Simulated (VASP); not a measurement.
Input of a VASP 6.6.1 run:

INCAR

```
SYSTEM = CsCl
ALGO = Normal
EDIFF = 1E-7
EDIFFG = -0.002
ENCUT = 500
GGA = PS
GGA_COMPAT = .FALSE.
IBRION = 2
ISIF = 3
ISMEAR = 0
LASPH = .TRUE.
LCHARG = .FALSE.
LREAL = .FALSE.
LWAVE = .FALSE.
NELM = 120
NELMIN = 4
NSW = 100
PREC = Accurate
PSTRESS = 10.0
SIGMA = 0.01
```

KPOINTS

```
k-points
0
G
  6 6 6
  0 0 0
```

File POSCAR:

```
CsCl
1.0
    4.0653445471      0.0000000000      0.0000000000
    0.0000000000      4.0653445471      0.0000000000
    0.0000000000      0.0000000000      4.0653445471
Cs Cl
1 1
Direct
    0.0000000000      0.0000000000      0.0000000000
    0.5000000000      0.5000000000      0.5000000000
```

Potentials or basis: VASP PAW PBE potentials, release 64 (Cs_sv, Cl).

The run is started by

```console
$ cat potpaw_PBE.64/Cs_sv/POTCAR potpaw_PBE.64/Cl/POTCAR > POTCAR
$ mpirun -np 1 vasp_std > vasp.out
```

Problem. Estimate the space group after relaxing (to 0.1 Å).

Solution. Pm-3m (No. 221).

Problem. Predict the relaxed volume.

Solution. 32.21 Å³/atom.

Final structure:
```
Cs Cl
1.0
     4.00863    0.00000    0.00000
     0.00000    4.00863    0.00000
     0.00000    0.00000    4.00863
Cs Cl
1 1
Direct
  0.00000 0.00000 0.00000
  0.50000 0.50000 0.50000
```

Caveat: the cell is relaxed towards a set pressure, so the run minimises the enthalpy, not the energy; the PAW data sets were made with another functional, which shifts forces and pressure a little.
